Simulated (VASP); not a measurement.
CuO, 4 atoms in the cell. The structure is tetragonal, space group P4/nmm (No. 129). Conventional cell: a = 3.175 Å, b = 3.175 Å, c = 4.650 Å, α = 90.00°, β = 90.00°, γ = 90.00°. Within 2.7 Å of Cu (site symmetry -4m2) lie 4 O at 2.02 Å and 4 Cu at 2.25 Å. O (site symmetry 4mm) has 4 Cu at 2.02 Å within 2.7 Å. 

| Property | Result |
| --- | --- |
| Program | VASP 6.6.1 |
| Task | single point |
| Functional | PBE |
| Potentials or basis | VASP PAW PBE potentials, release 64 (Cu, O) |
| Cutoff | 520 eV |
| k mesh | 8 × 8 × 6 |
| Occupations | fermi-dirac, width 0.05 eV |
| Spin | no spin polarisation |
| Hubbard terms | Cu d U = 2.0 eV |
| Dipole correction | no |
| Further INCAR settings | ALGO = Normal; EDIFF = 1e-07; NBANDS = 25 |

Potentials or basis: VASP PAW PBE potentials, release 64 (Cu, O).

Launch:

```console
$ cat potpaw_PBE.64/Cu/POTCAR potpaw_PBE.64/O/POTCAR > POTCAR
$ mpirun -np 1 vasp_std > vasp.out
```

Hardware: 1 thread of Intel(R) Xeon(R) Platinum 8488C (Sapphire Rapids) (shared host).

Problem. How long does it take, and how much memory?

Solution. It took 36 s on 1 thread of Intel(R) Xeon(R) Platinum 8488C (Sapphire Rapids), on a shared host, peak memory 0.19 GiB. Counts: scf iterations 18, k points 60.
